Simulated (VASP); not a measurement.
Input of a VASP 6.6.1 run:

Contents of INCAR:

```
SYSTEM = V3F
PREC = Accurate ; ENCUT = 600
EDIFF = 1E-6 ; ISMEAR = 0
SIGMA = 0.1 ; LREAL = .False.
LASPH = .True. ; NELM = 150
ALGO = Normal ; ISIF = 3
LWAVE = .False. ; LCHARG = .False.
ISPIN = 2 ; MAGMOM = 2 2 2 0
LORBIT = 11 ; LMAXMIX = 4
GGA = PE ; IBRION = 2
NSW = 90 ; EDIFFG = -0.04
```

The input KPOINTS:

```
regular mesh
0
Gamma
  6 6 6
  0 0 0
```

File POSCAR:

```
V3F
1.0
    0.0000000000      2.9488631800      2.9488631800
    2.9488631800      0.0000000000      2.9488631800
    2.9488631800      2.9488631800      0.0000000000
V F
3 1
Direct
    0.0000000000      0.0000000000      0.0000000000
    0.2500000000      0.2500000000      0.2500000000
    0.7500000000      0.7500000000      0.7500000000
    0.5000000000      0.5000000000      0.5000000000
```

Potentials or basis: VASP PAW PBE potentials, release 64 (V_sv, F).

Command:

```sh
$ cat potpaw_PBE.64/V_sv/POTCAR potpaw_PBE.64/F/POTCAR > POTCAR
$ mpirun -np 1 vasp_std > vasp.out
```

**Question.** What does it give for the relaxed volume?

**Answer.** 12.99 Å³/atom.

**Question.** Estimate the space group after relaxing (to 0.1 Å).

**Answer.** Fm-3m (No. 225).

Step by step:
| step | energy change (eV) | largest force (eV/Å) | pressure (GPa) | volume (Å³) |
| --- | --- | --- | --- | --- |
| 1 | 0.0000 | 0.0000 | 1.15 | 51.29 |
| 2 | -0.0014 | 0.0000 | -0.48 | 51.97 |
